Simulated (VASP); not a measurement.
The system is Cu.

```
Cu
1.0
     0.00000    1.80750    1.80750
     1.80750    0.00000    1.80750
     1.80750    1.80750    0.00000
Cu
1
Cartesian
  0.0000 0.0000 0.0000
```

Program: VASP 6.6.1. Alike in all runs: task single point; level LDA; potentials or basis VASP PAW LDA potentials, release 64 (Cu); spin collinear; cell as given; k mesh 16 × 16 × 16; cutoff (eV) 520; smearing fermi-dirac 0.05 eV.

Problem. Order these runs on this cell by their pressure, lowest first.
A. fixed moment (μB) 0.6
B. fixed moment (μB) 0.9
C. fixed moment (μB) 1.6
D. fixed moment (μB) 0.2

Solution. D (-11.3 GPa), A (-7.2 GPa), B (-1.6 GPa), C (21.5 GPa).

Caveats: the total moment is fixed, so each spin has its own Fermi level; the cell stands under tension (at least some runs); the cell stands under pressure (at least some runs).
